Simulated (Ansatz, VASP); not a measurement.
# SnTe in VASP and in Ansatz

```
Sn Te
1.0
     0.00000    2.90398    3.15650
     2.90398    0.00000    3.15650
     2.90398    2.90398    0.00000
Sn Te
1 1
Cartesian
  0.0000 0.0000 0.0000
  2.9040 2.9040 3.1565
```

Change from the starting cell: strain -0.080 along x and y, +0.000 along z, atoms carried along.

Alike in both runs: task single point; functional PBE; k mesh 10 × 10 × 10; occupations gaussian, width 0.03 eV; no spin polarisation.

|  | VASP | Ansatz |
| --- | --- | --- |
| version | VASP 6.6.1 | Ansatz 0.2.0 |
| potentials or method | VASP PAW PBE potentials, release 64 (Sn_d, Te), cutoff 520 eV | scalar-relativistic, plane waves, PAW |
| valence electrons in the cell | 20 | 30 |

|  | VASP | Ansatz | Ansatz less VASP |
| --- | --- | --- | --- |
| gap on the k mesh at the Fermi level (eV) | none | none | - |
| pressure (GPa) | 14.7 | 14.7 | 0.00 |
| traceless stress, the component that is largest in VASP (GPa) | -11.40 | -11.39 | +0.016 |

A gap of «none» marks a metal or a gap that the smearing closes. With one functional, cell and mesh, what is left measures potentials, basis and numerics. VASP's potentials hold 20 valence electrons a cell and Ansatz's 30, so a difference there can come from the potentials and not from the codes.

Spin-orbit coupling is off throughout.
